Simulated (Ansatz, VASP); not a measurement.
One calculation of SnO, two programs

```
CELL_PARAMETERS angstrom
3.72596 0.00000 0.00000
0.00000 3.72596 0.00000
0.00000 0.00000 4.83600
ATOMIC_POSITIONS crystal
Sn 0.00000 0.50000 0.23850
Sn 0.50000 0.00000 0.76150
O 0.00000 0.00000 0.00000
O 0.50000 0.50000 0.00000
```

Change from the starting cell: equal xx and yy strain of -2 %, PAW files.

Alike in both runs: task electric field gradients; functional PBE; k mesh 8 × 8 × 6; occupations fermi-dirac, width 0.01 eV; no spin polarisation.

```csv
,VASP,Ansatz
version,VASP 6.6.1,Ansatz 0.2.0
potentials or method,"VASP PAW PBE potentials, release 64 (Sn_d, O)","PAW with Ansatz's default frozen-core files, scalar-relativistic"
plane-wave cutoff (eV),520,420
valence electrons in the cell,40,40
```

VASP gave:

* pressure (GPa): 9.4
* traceless stress, the component that is largest in VASP (GPa): -2.52
* rms of the force components (eV/Å): 0.399
* size of Vzz on the site where it differs most (V/Å²): 177.6

What did Ansatz give for the same quantities?

Pressure (GPa): 9.1; traceless stress, the component that is largest in VASP (GPa): -2.55; rms of the force components (eV/Å): 0.359; size of Vzz on the site where it differs most (V/Å²): 189.1.

Atom by atom the forces differ by 0.040 eV/Å (rms over components).
